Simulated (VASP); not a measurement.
Input of a VASP 6.6.1 run:

The input INCAR:

```
SYSTEM = MnHg
PREC = Accurate
ENCUT = 520
EDIFF = 1E-8
ISMEAR = -1
SIGMA = 0.08
LREAL = .FALSE.
LASPH = .TRUE.
NELM = 150
ALGO = Normal
ISIF = 2
LWAVE = .FALSE.
LCHARG = .FALSE.
ISPIN = 2
MAGMOM = 4 0
LORBIT = 11
LMAXMIX = 4
GGA = PE
LEFG = .TRUE.
NBANDS = 24
```

Contents of KPOINTS:

```
Automatic mesh
0
G
  11 11 11
  0 0 0
```

File POSCAR:

```
MnHg
1.0
    3.3150000000      0.0000000000      0.0000000000
    0.0000000000      3.3150000000      0.0000000000
    0.0000000000      0.0000000000      3.3150000000
Mn Hg
1 1
Direct
    0.5000000000      0.5000000000      0.5000000000
    0.0000000000      0.0000000000      0.0000000000
```

Potentials or basis: VASP PAW PBE potentials, release 64 (Mn_pv, Hg).

The run is started by

```console
$ cat potpaw_PBE.64/Mn_pv/POTCAR potpaw_PBE.64/Hg/POTCAR > POTCAR
$ mpirun -np 1 vasp_std > vasp.out
```

**Question.** What does it give for the site moments?

**Answer.** Mn +3.83; Hg -0.05 μB.

**Question.** Estimate the pressure.

**Answer.** 1.0 GPa.
